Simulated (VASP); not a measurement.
Runs of VASP 6.6.1 on PbS (Galena). The structure is that of space group Fm-3m (No. 225), or close to it. The cells are those of the table. 

```csv
task,cell,pressure (GPa)
relaxation of volume and atoms at fixed shape,"relaxed from a = 4.194 Å, angles 60.0°, 2 atoms",0.0
single point,"a = 4.140 Å, angles 60.0°, 2 atoms",1.2
single point,"a = 4.196 Å, angles 60.0°, 2 atoms",(a)
single point,"a = 4.168 Å, angles 60.0°, 2 atoms",-0.1
```

Alike in all rows: level PBEsol; potentials or basis VASP PAW PBE potentials, release 64 (Pb_d, S); no spin polarisation; k mesh 5 × 5 × 5; cutoff (eV) 500; smearing gaussian 0.01 eV.

Q: Estimate the missing entries.

A: (a) -1.2.

Caveats: the PAW data sets were made with another functional, which shifts forces and pressure a little.
